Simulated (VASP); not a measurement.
**InSe: single point with LDA**

**Measured values to compare with.**

“The Interaction of Hydrogen with the van der Waals Crystal γ-InSe”, 2020, pmc:7321205 reports, for a bulk crystal of InSe at 300 K: band gap 1.25 eV.

InSe:

```
CELL_PARAMETERS angstrom
2.00000 1.15470 8.44000
-2.00000 1.15470 8.44000
0.00000 -2.30940 8.44000
ATOMIC_POSITIONS crystal
In 0.00000 0.00000 0.00000
In 0.11140 0.11140 0.11140
Se 0.61650 0.61650 0.61650
Se 0.82810 0.82810 0.82810
```

| Item | Value |
| --- | --- |
| Program | VASP 6.6.1 |
| Task | single point |
| Functional | LDA |
| Potentials or basis | VASP PAW LDA potentials, release 64 (In_d, Se) |
| Cutoff | 520 eV |
| k mesh | 6 × 6 × 6 |
| Occupations | gaussian, width 0.01 eV |
| Spin | no spin polarisation |

The pressure is -1.4 GPa. The largest force is 0.251 eV/Å and the band gap on the k mesh is 0.23 eV, direct.

Forces in eV/Å, atoms in the order of the input:
```
In   0.000  0.000  0.233
In   0.000  0.000 -0.251
Se   0.000  0.000  0.053
Se   0.000  0.000 -0.036
```

Stress tensor (GPa, compression positive):
```
-0.94  0.00  0.00
 0.00 -0.94  0.00
 0.00  0.00 -2.19
```

Levels at points of the mesh, in eV from the valence-band top:
```tsv
k point	band 17	band 18	band 19	band 20	band 21	band 22
(0.00, 0.00, 0.00)	-1.31	-1.21	-1.21	1.56	1.92	4.30
(0.50, 0.00, 0.00)	-2.36	-2.25	-1.70	1.09	1.84	3.51
(0.50, 0.50, 0.00)	-2.52	-2.06	-1.53	1.03	1.88	3.16
(0.50, 0.50, 0.50)	-1.14	-1.14	0.00	0.23	1.98	4.22
```

It took 7.4 min on 1 thread of Intel(R) Xeon(R) Platinum 8375C CPU @ 2.90GHz (Ice Lake) (shared host), peak memory 0.52 GiB.

Measured gap of InSe: 1.25 eV (300 K; “The Interaction of Hydrogen with the van der Waals Crystal γ-InSe”, 2020, pmc:7321205). This calculation gives 0.23 eV (-1.02 eV). So large a miss can be the level of theory's own, or it may mean another phase, state or a wrong row. Spin-orbit coupling on In, Se is left out. The value is that of LDA on a finite k mesh, which can miss the band edges, without temperature or zero-point motion. Semilocal functionals fall short of measured gaps as a rule.

Caveat: spin-orbit coupling is left out, which moves the levels of the heavy elements.
